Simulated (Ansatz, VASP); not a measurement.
## MgO: VASP beside Ansatz

File INCAR:

```
SYSTEM = MgO
  ALGO = Normal
  EDIFF = 1E-6
  ENCUT = 600
  GGA = CA
  GGA_COMPAT = .FALSE.
  ISIF = 2
  ISMEAR = 0
  LASPH = .TRUE.
  LCHARG = .FALSE.
  LREAL = .FALSE.
  LWAVE = .FALSE.
  NBANDS = 11
  NELM = 120
  PREC = Accurate
  SIGMA = 0.05
```

File KPOINTS:

```
k-points
0
G
  8 8 8
  0 0 0
```

Contents of POSCAR:

```
MgO
1.0
    0.0000000000      2.1241500000      2.1241500000
    2.1241500000      0.0000000000      2.1241500000
    2.1241500000      2.1241500000      0.0000000000
Mg O
1 1
Direct
    0.0000000000      0.0000000000      0.0000000000
    0.5000000000      0.5000000000      0.5000000000
```

Input for Ansatz:

```yaml
crystal:
  lattice:
    - [0.0, 2.12415, 2.12415]
    - [2.12415, 0.0, 2.12415]
    - [2.12415, 2.12415, 0.0]
  atoms:
    - { symbol: Mg, position: [0.0, 0.0, 0.0] }
    - { symbol: O, position: [0.5, 0.5, 0.5] }
hamiltonian:
  xc: lda
  pseudopotentials: { kind: paw }
basis:
  ecutwfc: 420
kpoints:
  mp_grid: { grid: [8, 8, 8] }
scf:
  occupations: { method: gaussian, width: 0.05 }
  lower_state_search: "off"
output:
  forces: true
  stress: true
  write_density: true
  write_potential: true
  elf: true
  volumetric_format: npy
```

Alike in both runs: task single point; functional LDA; k mesh 8 × 8 × 8; occupations gaussian, width 0.05 eV; no spin polarisation.

|  | VASP | Ansatz |
| --- | --- | --- |
| version | VASP 6.6.1 | Ansatz 0.2.0 |
| potentials or method | VASP PAW LDA potentials, release 64 (Mg, O), cutoff 600 eV | PAW, plane waves, scalar-relativistic |
| valence electrons in the cell | 8 | 16 |

VASP gave:

* gap on the k mesh at the Fermi level (eV): 4.41
* pressure (GPa): -11.5

What did Ansatz give for the same quantities?

gap on the k mesh at the Fermi level (eV): 4.41; pressure (GPa): -9.6.

LDA's correlation is that of Perdew and Zunger in VASP and of Perdew and Wang (1992) in Ansatz. VASP's potentials hold 8 valence electrons a cell and Ansatz's 16, so a difference there can come from the potentials and not from the codes.
